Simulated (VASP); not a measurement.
Wanted: the native input for a VASP 6.6.1 run.

```yaml
Task: single point
Functional: PBEsol
Potentials_or_basis: VASP PAW PBE potentials, release 64 (Na_pv, Cl)
Cutoff: 520 eV
k_mesh: 8 × 8 × 8
Occupations: gaussian, width 0.05 eV
Spin: no spin polarisation
Dipole_correction: no
Further_INCAR_settings: ALGO = Normal; EDIFF = 1e-06; NBANDS = 14
```

The structure of NaCl lies in POSCAR:

```
NaCl
1.0
    0.0000000000      3.0762623834      2.3994846590
    3.0762623834      0.0000000000      2.3994846590
    3.0762623834      3.0762623834      0.0000000000
Na Cl
1 1
Direct
    0.0000000000      0.0000000000      0.0000000000
    0.5000000000      0.5000000000      0.5000000000
```

This cell differs from its parent crystal: ratio of the length along z to the lengths across it x 0.78, volume and fractional coordinates fixed.

The input as run:

INCAR

```
SYSTEM = NaCl
  ALGO = Normal
  EDIFF = 1E-6
  ENCUT = 520
  GGA = PS
  ISIF = 2
  ISMEAR = 0
  LASPH = .TRUE.
  LCHARG = .FALSE.
  LREAL = .FALSE.
  LWAVE = .FALSE.
  NBANDS = 14
  NELM = 80
  PREC = Accurate
  SIGMA = 0.05
```

KPOINTS

```
k-points
0
G
  8 8 8
  0 0 0
```

Potentials or basis: VASP PAW PBE potentials, release 64 (Na_pv, Cl).

Launch:

```console
$ cat potpaw_PBE.64/Na_pv/POTCAR potpaw_PBE.64/Cl/POTCAR > POTCAR
$ mpirun -np 1 vasp_std > vasp.out
```

It gave:

- Pressure: 4.0 GPa
- Band gap on the k mesh: 4.85 eV

Caveat: the stress differs along the axes, from -2 to 16 GPa; the PAW data sets were made with another functional, which shifts forces and pressure a little.

Run time: 65 s on 1 thread of AMD EPYC 7R13, with other jobs on the host, peak memory 0.15 GiB.
